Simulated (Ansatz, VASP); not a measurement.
# Two plane-wave programs on CdTe

```
Cd Te
1.0
     4.47748    0.00000    0.00000
     0.00000    4.47748    0.00000
     0.00000    0.00000    3.02744
Cd Te
1 1
Direct
  0.50000 0.50000 0.03358
  0.00000 0.00000 0.02990
```

Alike in both runs: functional PBE; k mesh 4 × 4 × 7; occupations gaussian, width 0.2 eV; no spin polarisation.

Ansatz relaxed the structure, and its values are those at the end. VASP's run is a single point on that final structure, the one shown.

```csv
,VASP,Ansatz
version,VASP 6.6.1,Ansatz 0.2.0
potentials or method,"VASP PAW PBE potentials, release 64 (Cd, Te), cutoff 500 eV","scalar-relativistic, plane waves, PAW"
valence electrons in the cell,18,36
```

Ansatz gave:

* gap on the k mesh at the Fermi level (eV): none
* pressure (GPa): -0.2
* rms of the force components (eV/Å): 0.003

Q: Estimate VASP's values.

A: gap on the k mesh at the Fermi level (eV): none; pressure (GPa): -0.1; rms of the force components (eV/Å): 0.003.

A gap of «none» marks a metal or a gap that the smearing closes. VASP's potentials hold 18 valence electrons a cell and Ansatz's 36, so a difference there can come from the potentials and not from the codes.

Neither program's run includes spin-orbit coupling.
